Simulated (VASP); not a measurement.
# Ca: single point with PBEsol

The system is Ca.

```
Ca
1.0
     4.13920    0.00000    0.00000
    -2.06960    3.58465    0.00000
     0.00000    0.00000    6.25920
Ca
2
Direct
  0.33333 0.66667 0.25000
  0.66667 0.33333 0.75000
```

This cell differs from its parent crystal: strain +0.040 along x and y, -0.040 along z.

```
Program             : VASP 6.6.1
Task                : single point
Functional          : PBEsol
Potentials or basis : VASP PAW PBE potentials, release 64 (Ca_sv)
Cutoff              : 520 eV
k mesh              : 12 × 12 × 8
Occupations         : gaussian, width 0.15 eV
Spin                : no spin polarisation
```

```
Pressure               : -1.8 GPa
Band gap on the k mesh : zero (bands 10 and 11 overlap by 0.50 eV)
```

Stress tensor (GPa, compression positive):
```
-2.33  0.00  0.00
 0.00 -2.33  0.00
 0.00  0.00 -0.67
```

Levels at points of the mesh, in eV from the Fermi level:
| k point | band 7 | band 8 | band 9 | band 10 | band 11 | band 12 | band 13 | band 14 |
| --- | --- | --- | --- | --- | --- | --- | --- | --- |
| (0.00, 0.00, 0.00) | -23.11 | -23.11 | -3.91 | -0.77 | 0.05 | 2.07 | 2.07 | 2.41 |
| (0.50, 0.00, 0.00) | -23.14 | -23.12 | -1.27 | -0.83 | 0.32 | 0.36 | 1.38 | 1.86 |
| (0.00, 0.00, 0.50) | -23.12 | -23.12 | -2.86 | -2.86 | 1.56 | 1.56 | 2.00 | 2.00 |
| (0.50, 0.00, 0.50) | -23.13 | -23.13 | -0.69 | -0.69 | -0.03 | -0.03 | 1.49 | 1.49 |

It took 2.1 min on 1 thread of Intel(R) Xeon(R) Platinum 8259CL CPU @ 2.50GHz (Skylake/Cascade Lake), on a shared host, peak memory 0.29 GiB.

Caveat: the cell differs from its parent crystal (strain +0.040 along x and y, -0.040 along z); the PAW data sets were made with another functional, which shifts forces and pressure a little.
